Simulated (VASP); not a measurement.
Wanted: the native input for a VASP 6.6.1 run.

| Quantity | Value |
| --- | --- |
| Task | single point |
| Functional | HSE06 |
| Potentials or basis | VASP PAW PBE potentials, release 64 (Na_pv, I) |
| Cutoff | 520 eV |
| k mesh | 4 × 4 × 4 |
| Occupations | gaussian, width 0.01 eV |
| Spin | no spin polarisation |
| Dipole correction | no |
| Grid for exact exchange (PRECFOCK) | Normal |
| Further INCAR settings | ALGO = Normal; EDIFF = 1e-06; NBANDS = 14 |
| Screening parameter | 0.2079 1/Å |

The system is NaI.

```
CELL_PARAMETERS angstrom
4.04054 0.00000 0.00000
0.00000 4.04054 0.00000
0.00000 0.00000 4.10721
ATOMIC_POSITIONS crystal
Na 0.00000 0.00000 0.00000
I 0.50000 0.50000 0.50000
```

This cell differs from its parent crystal: uniaxial z strain +1.7%.

These files were run (other wordings do the same):

POSCAR

```
NaI
1.0
    4.0405365579      0.0000000000      0.0000000000
    0.0000000000      4.0405365579      0.0000000000
    0.0000000000      0.0000000000      4.1072054111
Na I
1 1
Direct
    0.0000000000      0.0000000000      0.0000000000
    0.5000000000      0.5000000000      0.5000000000
```

INCAR.step1

```
  PREC = Accurate
  ENCUT = 520
  EDIFF = 1E-5
  ISMEAR = 0
  SIGMA = 0.01
  LREAL = F
  LASPH = T
  NELM = 60
  ALGO = Normal
  ISIF = 2
  LWAVE = T
  LCHARG = F
  NBANDS = 14
  GGA = PE
```

INCAR.step2

```
  PREC = Accurate
  ENCUT = 520
  EDIFF = 1E-6
  ISMEAR = 0
  SIGMA = 0.01
  LREAL = F
  LASPH = T
  NELM = 60
  ALGO = Normal
  ISIF = 2
  LWAVE = F
  LCHARG = F
  GGA = PE
  LHFCALC = T
  HFSCREEN = 0.2079
  PRECFOCK = Normal
  NBANDS = 14
  ISTART = 1
```

KPOINTS

```
regular mesh
0
Gamma
  4 4 4
```

Potentials or basis: VASP PAW PBE potentials, release 64 (Na_pv, I).

The run is started by

```console
$ cat potpaw_PBE.64/Na_pv/POTCAR potpaw_PBE.64/I/POTCAR > POTCAR
$ cp INCAR.step1 INCAR
$ mpirun -np 1 vasp_std > vasp.out
$ cp INCAR.step2 INCAR
$ mpirun -np 1 vasp_std > vasp.out
```

Results of the run:

```json
{"Pressure": "-0.1 GPa", "Band gap on the k mesh": "3.16 eV, indirect (least direct gap 3.65 eV)"}
```

Caveat: the cell differs from its parent crystal (uniaxial z strain +1.7%); the PAW data sets were made with another functional, which shifts forces and pressure a little; spin-orbit coupling is left out, which moves the levels of the heavy elements.

Wall time 5 min on 1 thread of Intel(R) Xeon(R) Platinum 8488C (Sapphire Rapids) (shared host), peak memory 0.29 GiB.
